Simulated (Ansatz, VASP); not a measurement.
# One calculation of Cu, two programs

```
Cu
1.0
     5.11238    0.00000    0.00000
    -2.55619    4.42745    0.00000
     0.00000    0.00000   24.26136
Cu
15
Direct
  0.33333 0.16667 0.37096
  0.33333 0.66667 0.37096
  0.83333 0.16667 0.37096
  0.83333 0.66667 0.37096
  0.16667 0.33333 0.45699
  0.16667 0.83333 0.45699
  0.66667 0.33333 0.45699
  0.66667 0.83333 0.45699
  0.00452 0.00226 0.54023
  0.00000 0.50000 0.53974
  0.49774 0.00226 0.54023
  0.49774 0.49548 0.54023
  0.33369 0.66685 0.62005
  0.83315 0.16631 0.62005
  0.83315 0.66685 0.62005
```

Change from the starting cell: Cu vacancy.

Alike in both runs: task single point; functional PBEsol; k mesh 12 × 12 × 1; occupations gaussian, width 0.1 eV; no spin polarisation.

```csv
,VASP,Ansatz
version,VASP 6.6.1,Ansatz 0.2.0
potentials or method,"VASP PAW PBE potentials, release 64 (Cu), cutoff 520 eV","scalar-relativistic, plane waves, PAW"
valence electrons in the cell,165,285
```

VASP gave:

* gap on the k mesh at the Fermi level (eV): none
* rms of the force components (eV/Å): 0.133

Question: Estimate Ansatz's values.

Answer: gap on the k mesh at the Fermi level (eV): none; rms of the force components (eV/Å): 0.137.

VASP's potentials were made for PBE, not for PBEsol. Atom by atom the forces differ by 0.011 eV/Å (rms over components). A gap of «none» marks a metal or a gap that the smearing closes. VASP's potentials hold 165 valence electrons a cell and Ansatz's 285, so a difference there can come from the potentials and not from the codes. Ansatz's warnings: published levels not confirmed, structure snapped to symmetry, xc potential rough in thin density.
